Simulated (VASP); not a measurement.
A run of VASP 6.6.1 is set up as follows.

INCAR

```
SYSTEM = AlN
ALGO     = Normal         ! electronic algorithm
EDIFF    = 1E-6           ! SCF threshold, eV
ENCUT    = 600            ! plane-wave cutoff, eV
GGA      = PS             ! functional
GGA_COMPAT= .FALSE.      
ISIF     = 2              ! what is computed and relaxed
ISMEAR   = 0              ! smearing method
LASPH    = .TRUE.         ! aspherical terms in the spheres
LCHARG   = .FALSE.        ! write CHGCAR
LREAL    = .FALSE.        ! projectors in reciprocal space
LWAVE    = .FALSE.        ! write WAVECAR
NBANDS   = 16             ! bands
NELM     = 120            ! most SCF steps
PREC     = Accurate       ! precision mode
SIGMA    = 0.02           ! smearing width, eV
```

The input KPOINTS:

```
k-points
0
G
  8 6 8
  0 0 0
```

The input POSCAR:

```
AlN
1.0
    3.0952806222      0.0000000000      0.0000000000
    0.0000000000      4.3773878028      0.0000000000
    0.0000000000      0.0000000000      3.0952806222
Al N
2 2
Direct
    0.0000000000      0.0000000000      0.0000058500
    0.5000000000      0.5000000000      0.5000058500
    0.5000000000      0.2500000000      0.0000058500
    0.0000000000      0.7500000000      0.5000058500
```

Potentials or basis: VASP PAW PBE potentials, release 64 (Al, N).

Launch:

```console
$ cat potpaw_PBE.64/Al/POTCAR potpaw_PBE.64/N/POTCAR > POTCAR
$ mpirun -np 1 vasp_std > vasp.out
```

Problem. What does it give for the band gap on the k mesh?

Solution. 3.18 eV.

Problem. Predict the pressure.

Solution. -0.1 GPa.

Caveat: the PAW data sets were made with another functional, which shifts forces and pressure a little. A k mesh can miss the band edges.
